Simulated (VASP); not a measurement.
# CoO (R-3m) in VASP: a series of runs, part 2 of 2

VASP 6.6.1. The steps go on from the part before.

### Step 4. Single point, PBE+U, collinear spin, antiferromagnetic start (volume scaled by 1.040)

Input file INCAR:

```
SYSTEM = CoO
PREC = Accurate
ENCUT = 520
EDIFF = 1E-7
ISMEAR = 0
SIGMA = 0.05
LREAL = .False.
LASPH = .True.
NELM = 150
ALGO = Normal
ISIF = 2
LWAVE = .False.
LCHARG = .False.
ISPIN = 2
MAGMOM = 2.82 -2.82 0 0
LORBIT = 11
LMAXMIX = 4
LDAU = .True.
LDAUTYPE = 2
LDAUL = 2 -1
LDAUU = 3.3 0
LDAUJ = 0 0
LDAUPRINT = 1
GGA = PE
NBANDS = 27
```

Input file KPOINTS:

```
regular mesh
0
Gamma
  10 10 10
  0 0 0
```

Input file POSCAR:

```
CoO
1.0
   -2.1591311734     -2.1591311734      4.3485576334
   -4.3485576334     -2.1591311734      2.1591311734
   -2.1591311734     -4.3485576334      2.1591311734
Co O
2 2
Direct
    0.0000000000      0.0000000000      0.0000000000
    0.5000000000      0.5000000000      0.5000000000
    1.2499999996     -0.7500000004     -0.7500000004
    1.7500000004     -0.2499999996     -0.2499999996
```

Potentials or basis: VASP PAW PBE potentials, release 64 (Co, O).

Launch:

```bash
$ cat potpaw_PBE.64/Co/POTCAR potpaw_PBE.64/O/POTCAR > POTCAR
$ mpirun -np 1 vasp_std > vasp.out
```

OUTCAR:

```text
SYSTEM = CoO
   PREC = Accurate
   ENCUT = 520
   EDIFF = 1E-7
   ISMEAR = 0
   LREAL = .False.
   LASPH = .True.
   NELM = 150
   ISIF = 2
   ISPIN = 2
   LORBIT = 11
   GGA = PE

 ion  position               nearest neighbor table
   1  0.000  0.000  0.000-   4 2.18   4 2.18   3 2.18   3 2.18   4 2.18   3 2.18   2 3.07   2 3.07
                             2 3.07   2 3.07   2 3.07   2 3.07
   2  0.500  0.500  0.500-   3 2.18   3 2.18   3 2.18   4 2.18   4 2.18   4 2.18   1 3.07   1 3.07
                             1 3.07   1 3.07   1 3.07   1 3.07
   3  0.250  0.250  0.250-   2 2.18   2 2.18   2 2.18   1 2.18   1 2.18   1 2.18
   4  0.750  0.750  0.750-   2 2.18   2 2.18   2 2.18   1 2.18   1 2.18   1 2.18

  LATTYP: Found a trigonal (rhomboedric) cell.
 ALAT       =     5.3135344488
 COS(alpha) =     0.8302171874

  Lattice vectors:

 A1 = (  -2.1591311734,  -2.1591311734,   4.3485576334)
 A2 = (  -4.3485576334,  -2.1591311734,   2.1591311734)
 A3 = (  -2.1591311734,  -4.3485576334,   2.1591311734)

Analysis of symmetry for initial positions (statically):
=====================================================================
 Subroutine PRICEL returns following result:

  LATTYP: Found a trigonal (rhomboedric) cell.
 ALAT       =     3.0749319011
 COS(alpha) =     0.4930212918
[... 12 lines left out ...]
 Subroutine GETGRP returns: Found 12 space group operations
 (whereof 12 operations were pure point group operations)
 out of a pool of 12 trial point group operations.

The static configuration has the point symmetry D_3d.

Analysis of symmetry for dynamics (positions and initial velocities):
=====================================================================
 Subroutine PRICEL returns following result:

  LATTYP: Found a trigonal (rhomboedric) cell.
 ALAT       =     3.0749319011
 COS(alpha) =     0.4930212918
[... 12 lines left out ...]
 Subroutine GETGRP returns: Found 12 space group operations
 (whereof 12 operations were pure point group operations)
 out of a pool of 12 trial point group operations.

The dynamic configuration has the point symmetry D_3d.

Analysis of structural, dynamic, and magnetic symmetry:
=====================================================================
 Subroutine PRICEL returns following result:

  LATTYP: Found a trigonal (rhomboedric) cell.
 ALAT       =     3.0749319011
 COS(alpha) =     0.4930212918
[... 12 lines left out ...]
 Subroutine GETGRP returns: Found 12 space group operations
 (whereof 12 operations were pure point group operations)
 out of a pool of 12 trial point group operations.

The overall configuration has the point symmetry D_3d.

 Subroutine INISYM returns: Found 12 space group operations
 (whereof 12 operations are pure point group operations),
 and found     2 'primitive' translations

----------------------------------------------------------------------------------------

                                     Primitive cell

  volume of cell :      20.7726

  direct lattice vectors                    reciprocal lattice vectors
    -2.174278817  0.015147643  2.174278817    -0.229168590  0.227572031  0.229168590
    -2.174278817 -2.174278817 -0.015147643    -0.229168590 -0.229168590 -0.227572031
     0.015147643 -2.174278817  2.174278817     0.227572031 -0.229168590  0.229168590
[... 160 lines left out ...]

atom =   2  type =  1  l = 2

 onsite density matrix

spin component  1

  0.6465 -0.1531  0.0274 -0.1531  0.0000
 -0.1531  0.6465  0.0137  0.1531 -0.0237
  0.0274  0.0137  0.1428  0.0137 -0.0000
 -0.1531  0.1531  0.0137  0.6465  0.0237
  0.0000 -0.0237 -0.0000  0.0237  0.1428

spin component  2

  0.9665  0.0005 -0.0003  0.0005  0.0000
  0.0005  0.9665 -0.0001 -0.0005  0.0002
 -0.0003 -0.0001  0.9965 -0.0001 -0.0000
  0.0005 -0.0005 -0.0001  0.9665 -0.0002
  0.0000  0.0002 -0.0000 -0.0002  0.9965

 occupancies and eigenvectors

  o =  0.1396  v = -0.0014  0.0660  0.0175 -0.0673  0.9954  0.0000  0.0000  0.0000  0.0000  0.0000      0.0000  0.0000  0.0000  0.0000  0.0000  0.0000  0.0000  0.0000  0.0000  0.0000
  o =  0.1396  v =  0.0770  0.0397 -0.9954  0.0373  0.0175  0.0000  0.0000  0.0000  0.0000  0.0000      0.0000  0.0000  0.0000  0.0000  0.0000  0.0000  0.0000  0.0000  0.0000  0.0000
  o =  0.4965  v =  0.7834  0.5794  0.0909  0.2040 -0.0251  0.0000  0.0000  0.0000  0.0000  0.0000      0.0000  0.0000  0.0000  0.0000  0.0000  0.0000  0.0000  0.0000  0.0000  0.0000
  o =  0.4965  v = -0.2167  0.5701 -0.0251 -0.7868 -0.0909  0.0000  0.0000  0.0000  0.0000  0.0000      0.0000  0.0000  0.0000  0.0000  0.0000  0.0000  0.0000  0.0000  0.0000  0.0000
  o =  0.9526  v = -0.5774  0.5774  0.0000  0.5774 -0.0000  0.0000  0.0000  0.0000  0.0000  0.0000      0.0000  0.0000  0.0000  0.0000  0.0000  0.0000  0.0000  0.0000  0.0000  0.0000
  o =  0.9655  v =  0.0000  0.0000  0.0000  0.0000  0.0000 -0.5774  0.5774  0.0000  0.5774 -0.0000      0.0000  0.0000  0.0000  0.0000  0.0000  0.0000  0.0000  0.0000  0.0000  0.0000
  o =  0.9670  v =  0.0000  0.0000  0.0000  0.0000  0.0000 -0.1211 -0.7598 -0.0016  0.6387  0.0106      0.0000  0.0000  0.0000  0.0000  0.0000  0.0000  0.0000  0.0000  0.0000  0.0000
  o =  0.9670  v =  0.0000  0.0000  0.0000  0.0000  0.0000  0.8074  0.2988  0.0106  0.5086  0.0016      0.0000  0.0000  0.0000  0.0000  0.0000  0.0000  0.0000  0.0000  0.0000  0.0000
  o =  0.9965  v =  0.0000  0.0000  0.0000  0.0000  0.0000 -0.0086 -0.0031  0.9873 -0.0055  0.1583      0.0000  0.0000  0.0000  0.0000  0.0000  0.0000  0.0000  0.0000  0.0000  0.0000
  o =  0.9965  v =  0.0000  0.0000  0.0000  0.0000  0.0000  0.0014  0.0082 -0.1583 -0.0068  0.9873      0.0000  0.0000  0.0000  0.0000  0.0000  0.0000  0.0000  0.0000  0.0000  0.0000

 number of electron      29.9999989 magnetization       0.0000000

 Free energy of the ion-electron system (eV)
  ---------------------------------------------------
  ext. energy  EPLUGINS =         0.00000000
  ---------------------------------------------------
  free energy    TOTEN  =       -22.74562478 eV

  energy without entropy =      -22.73275669  energy(sigma->0) =      -22.73919074

 E-fermi :   6.6813     XC(G=0): -11.9755

 val. band max:        6.6812455784   @ k =  -0.4000   0.4000   0.0000
 cond. band min:       6.6819334950   @ k =   0.3000   0.1000   0.1000
 fundamental gap:      0.0006879167
 Fermi energy:         6.6812684633

 spin component 1

 k-point     1 :       0.0000    0.0000    0.0000
  band No.  band energies     occupation
      1     -12.2644      1.00000
      2     -11.1502      1.00000
      3      -0.4387      1.00000
      4       0.8660      1.00000
      5       0.8660      1.00000
      6       2.4109      1.00000
[... 1433 lines left out ...]
     26      21.2101      0.00000
     27      23.8209      0.00000

 [... further k-points ...]
[... 5 lines left out ...]
  --------------------------------------------------------------------------------------
  -------------------------------------------------------------------------------------
  Total       -3.1149280     -3.1149280     -3.1149280      0.6651886     -0.6651886     -0.6651886
  in kB     -120.1262981   -120.1262981   -120.1262981     25.6528053    -25.6528053    -25.6528053
  external PRESSURE =    -120.1262981 kB  Pullay stress =       0.0000000 kB

 VOLUME and BASIS-vectors are now :
 -----------------------------------------------------------------------------
  energy-cutoff  :      520.00
  volume of cell :       41.55
      direct lattice vectors                 reciprocal lattice vectors
    -2.159131173 -2.159131173  4.348557633     0.113786015  0.113786015  0.342954605
    -4.348557633 -2.159131173  2.159131173    -0.342954605  0.113786015 -0.113786015
    -2.159131173 -4.348557633  2.159131173     0.113786015 -0.342954605 -0.113786015

 POSITION                                       TOTAL-FORCE (eV/Angst)
 -----------------------------------------------------------------------------------
      0.00000      0.00000      0.00000         0.000000     -0.000000      0.000000
     -4.33341     -4.33341      4.33341         0.000000     -0.000000      0.000000
     -2.16670     -2.16670      2.16670        -0.000000      0.000000      0.000000
     -6.50011     -6.50011      6.50011        -0.000000      0.000000     -0.000000
 -----------------------------------------------------------------------------------
    total drift:                               -0.000000     -0.000000      0.000000

  FREE ENERGIE OF THE ION-ELECTRON SYSTEM (eV)
  ---------------------------------------------------
  free  energy   TOTEN  =       -22.7456247838 eV

  energy  without entropy=      -22.7327566902  energy(sigma->0) =      -22.73919074

 total charge

# of ion       s       p       d       tot
------------------------------------------
    1        0.282   0.316   7.096   7.694
    2        0.282   0.316   7.096   7.694
    3        1.555   3.407   0.000   4.962
    4        1.555   3.407   0.000   4.962
--------------------------------------------------
tot          3.675   7.447  14.192  25.313

 magnetization (x)

# of ion       s       p       d       tot
------------------------------------------
    1        0.005   0.002   2.666   2.673
    2       -0.005  -0.002  -2.666  -2.673
    3        0.000   0.000   0.000   0.000
    4        0.000   0.000   0.000   0.000
--------------------------------------------------
tot          0.000   0.000   0.000   0.000
```

It took 10 min on 1 thread of Intel Xeon Platinum 8375C at 2.90GHz (Ice Lake), shared host; peak memory 0.41 GiB.

Results:

| Quantity | Value |
| --- | --- |
| Free energy | -22.7456 eV |
| Pressure | -12.0 GPa |
| Band gap on the k mesh | zero (filled and empty bands overlap) |
| Net moment | 0.00 μB per cell |
| Site moments | Co +2.67, -2.67; O +0.00 μB |
| Valence electrons inside the program's atomic spheres | Co 7.69; O 4.96 |

Levels at points of the mesh, in eV from the Fermi level:
Spin up:
```csv
k point,band 11,band 12,band 13,band 14,band 15,band 16,band 17,band 18,band 19,band 20
"(0.00, 0.00, 0.00)",-2.17,-2.17,-2.12,-1.39,-0.11,-0.11,1.21,2.78,2.78,5.35
"(0.50, 0.00, 0.00)",-2.94,-1.94,-1.63,-1.51,-0.06,0.14,2.62,2.76,6.93,7.31
"(0.50, 0.50, 0.00)",-3.09,-2.20,-1.79,-1.20,-0.08,0.14,2.99,3.01,5.34,6.06
"(0.50, 0.50, 0.50)",-2.75,-1.55,-1.12,-1.12,-0.18,-0.18,2.59,2.59,3.84,4.05
```
Spin down:
```csv
k point,band 13,band 14,band 15,band 16,band 17,band 18
"(0.00, 0.00, 0.00)",-2.12,-1.39,-0.11,-0.11,1.21,2.78
"(0.50, 0.00, 0.00)",-1.63,-1.51,-0.06,0.14,2.62,2.76
"(0.50, 0.50, 0.00)",-1.79,-1.20,-0.08,0.14,2.99,3.01
"(0.50, 0.50, 0.50)",-1.12,-1.12,-0.18,-0.18,2.59,2.59
```

Eigenvalues of the final occupation matrices:
| site | spin | trace | eigenvalues |
| --- | --- | --- | --- |
| site 1 d | 1 | 4.89 | 0.97 0.97 0.97 1.00 1.00 |
| site 1 d | 2 | 2.23 | 0.14 0.14 0.50 0.50 0.95 |
| site 2 d | 1 | 2.23 | 0.14 0.14 0.50 0.50 0.95 |
| site 2 d | 2 | 4.89 | 0.97 0.97 0.97 1.00 1.00 |

### Step 5. The runs side by side

| cell | gap on the mesh (eV) | pressure (GPa) | moment (μB) |
| --- | --- | --- | --- |
| a = 5.245 Å, angles 33.9°, 4 atoms | none | -6.7 | 0.00 |
| a = 5.279 Å, angles 33.9°, 4 atoms | none | -9.5 | 0.00 |
| a = 5.314 Å, angles 33.9°, 4 atoms | none | -12.0 | 0.00 |

Alike in all rows: task single point; level PBE+U; potentials or basis VASP PAW PBE potentials, release 64 (Co, O); spin collinear, antiferromagnetic start; Co d U = 3.3 eV; k mesh 10 × 10 × 10; cutoff (eV) 520; smearing gaussian 0.05 eV.

Total energies depend on the potentials used, so only differences within one code and one set of settings carry meaning.
